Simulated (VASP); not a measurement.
**BN: relaxation of cell and atoms with PBE**

Crystal: BN.

```
CELL_PARAMETERS angstrom
2.20791 -1.28120 0.02652
-2.18755 -3.80873 0.03837
0.58760 1.37779 -8.25494
ATOMIC_POSITIONS crystal
B 0.96742 0.02526 0.99253
B 0.50197 0.02245 0.49967
B 0.48715 0.48801 0.98097
B 0.06734 0.51080 0.49883
N 0.99896 0.64400 0.00532
N 0.50162 0.60964 0.50950
N 0.48631 0.20061 0.01054
N 0.98923 0.16411 0.49723
```

```json
{"Program": "VASP 6.6.1", "Task": "relaxation of cell and atoms", "Functional": "PBE", "Potentials or basis": "VASP PAW PBE potentials, release 64 (B, N)", "Cutoff": "600 eV", "k mesh": "6 × 4 × 2", "Occupations": "gaussian, width 0.1 eV", "Spin": "no spin polarisation", "Dipole correction": "no", "Further INCAR settings": "ALGO = Normal; EDIFF = 1e-06; IBRION = 2; EDIFFG = -0.025; NSW = 80; ISIF = 3"}
```

The relaxed volume is 11.17 Å³/atom and the relaxed cell is a = 2.512 Å, b = 4.351 Å, c = 8.318 Å, α = 100.54°, β = 91.77°, γ = 90.00°. The space group after relaxing (to 0.05 Å) is P1 (No. 1). The energy gained by relaxing is 596.3 meV/atom and the ionic steps are 27. The pressure after relaxing is 0.0 GPa, the largest force after relaxing is 0.020 eV/Å and the band gap on the k mesh is 4.42 eV, indirect (least direct gap 4.60 eV).

Forces in eV/Å, atoms in the order of the input:
```
B    0.001  0.004  0.009
B   -0.007  0.015  0.007
B    0.001 -0.002 -0.005
B    0.003 -0.014 -0.006
N    0.002 -0.002 -0.001
N   -0.013 -0.014  0.004
N   -0.001  0.001 -0.007
N    0.015  0.013 -0.001
```

Stress tensor (GPa, compression positive):
```
 0.04  0.00 -0.01
 0.00  0.04  0.01
-0.01  0.01 -0.12
```

Step by step:
```csv
step,energy change (eV),largest force (eV/Å),pressure (GPa),volume (Å³)
1,0.0000,18.1032,6.57,92.39
2,3.9651,11.5089,2.72,98.77
3,-1.8922,14.5727,-4.05,94.56
4,-2.4727,12.8084,-5.53,94.13
5,-2.8700,8.0491,-5.50,93.26
6,-2.9120,9.3762,-6.13,93.52
7,2.5420,36.6523,22.82,89.92
8,-4.3084,4.0894,-6.31,92.05
9,-4.3213,3.6876,-6.82,92.20
10,-4.3064,5.4614,9.30,87.28
11,-4.7033,0.8864,0.12,89.65
12,-4.7338,1.0329,0.73,89.44
13,-4.7426,0.5558,0.49,89.51
14,-4.7592,0.3339,-0.33,89.72
15,-4.7592,0.3347,-0.33,89.72
16,-4.7635,0.3738,-0.10,89.61
17,-4.7638,0.2695,-0.15,89.64
18,-4.7670,0.1156,0.13,89.51
19,-4.7672,0.1235,0.21,89.47
20,-4.7685,0.1137,-0.14,89.53
21,-4.7685,0.1255,-0.16,89.54
22,-4.7696,0.0772,-0.19,89.49
23,-4.7697,0.1219,-0.20,89.47
24,-4.7700,0.1035,0.09,89.30
25,-4.7701,0.0403,-0.02,89.36
26,-4.7702,0.0275,-0.01,89.32
27,-4.7702,0.0199,-0.01,89.33
```

Final structure:
```
CELL_PARAMETERS angstrom
2.17527 -1.25557 0.02604
-2.17539 -3.76787 0.03208
0.58093 1.35210 -8.18721
ATOMIC_POSITIONS crystal
B 0.98508 0.00618 0.99747
B 0.51513 0.99350 0.50132
B 0.48497 0.50613 0.99736
B 0.01483 0.49341 0.50122
N 0.98498 0.67276 0.99740
N 0.51493 0.66002 0.50126
N 0.48507 0.17274 0.99733
N 0.01501 0.16013 0.50123
```

Levels at points of the mesh, in eV from the valence-band top:
```
           k point  band 12  band 13  band 14  band 15  band 16  band 17  band 18  band 19  band 20  band 21
(0.00, 0.00, 0.00)    -1.36    -1.36    -1.36    -0.99    -0.84     4.42     4.56     4.95     7.95     9.60
(0.50, 0.00, 0.00)    -5.87    -1.30    -1.30    -0.95    -0.94     5.61     5.61     5.79     5.79     9.96
(0.00, 0.50, 0.00)    -3.40    -2.97    -2.97    -2.96    -2.96     6.46     6.47     7.90     7.90     9.32
(0.50, 0.50, 0.00)    -4.13    -0.93    -0.93    -0.90    -0.90     4.73     4.74     4.80     4.83     9.59
(0.00, 0.00, 0.50)    -1.36    -1.36    -1.36    -0.94    -0.90     4.74     4.82     5.76     5.81     9.60
(0.50, 0.00, 0.50)    -5.87    -1.16    -1.16    -1.09    -1.09     5.63     5.63     5.72     5.72    10.86
(0.00, 0.50, 0.50)    -3.51    -2.97    -2.97    -2.96    -2.96     6.77     6.77     7.70     7.70     9.33
(0.50, 0.50, 0.50)    -4.13    -1.02    -0.97    -0.85    -0.80     4.48     4.59     4.91     5.05     9.54
```

Wall time 8.3 min on 1 thread of AMD EPYC 9R45 96-Core Processor (Zen 5), on a shared host, peak memory 0.2 GiB.

A k mesh can miss the band edges.
